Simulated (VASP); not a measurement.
# MgO: single point with PBEsol

Crystal: MgO.

```
Mg O
1.0
     3.48638    0.00000    0.00000
    -1.74319    3.01929    0.00000
     0.00000    0.00000    4.17804
Mg O
2 2
Direct
  0.66667 0.33333 0.75000
  0.33333 0.66667 0.25000
  0.66667 0.33333 0.25000
  0.33333 0.66667 0.75000
```

| Property | Result |
| --- | --- |
| Program | VASP 6.6.1 |
| Task | single point |
| Functional | PBEsol |
| Potentials or basis | VASP PAW PBE potentials, release 64 (Mg, O) |
| Cutoff | 600 eV |
| k mesh | 6 × 6 × 4 |
| Occupations | gaussian, width 0.01 eV |
| Spin | no spin polarisation |
| Dipole correction | no |
| Further INCAR settings | ALGO = Normal; EDIFF = 1e-06; NBANDS = 16 |

The pressure is 0.6 GPa and the band gap on the k mesh is 3.31 eV, direct.

Stress tensor (GPa, compression positive):
```
0.48 0.00 0.00
0.00 0.48 0.00
0.00 0.00 0.77
```

Levels at points of the mesh, in eV from the valence-band top:
```
           k point  band 5  band 6  band 7  band 8  band 9  band 10  band 11  band 12
(0.00, 0.00, 0.00)   -1.76   -0.81   -0.81    0.00    3.31     9.39    12.11    12.41
(0.50, 0.00, 0.00)   -2.37   -1.98   -1.32   -0.53    6.84     9.01     9.69    12.05
(0.00, 0.00, 0.50)   -1.30   -1.30   -1.30   -1.30    6.35     6.35    12.77    12.77
(0.50, 0.00, 0.50)   -1.56   -1.56   -0.83   -0.83    7.17     7.17    11.89    11.89
```

Run time: 10 s on 1 thread of Intel(R) Xeon(R) 6975P-C (Granite Rapids) (shared host), peak memory 0.17 GiB.

Caveat: the PAW data sets were made with another functional, which shifts forces and pressure a little. As with any semilocal functional, this PBEsol gap is likely too small.
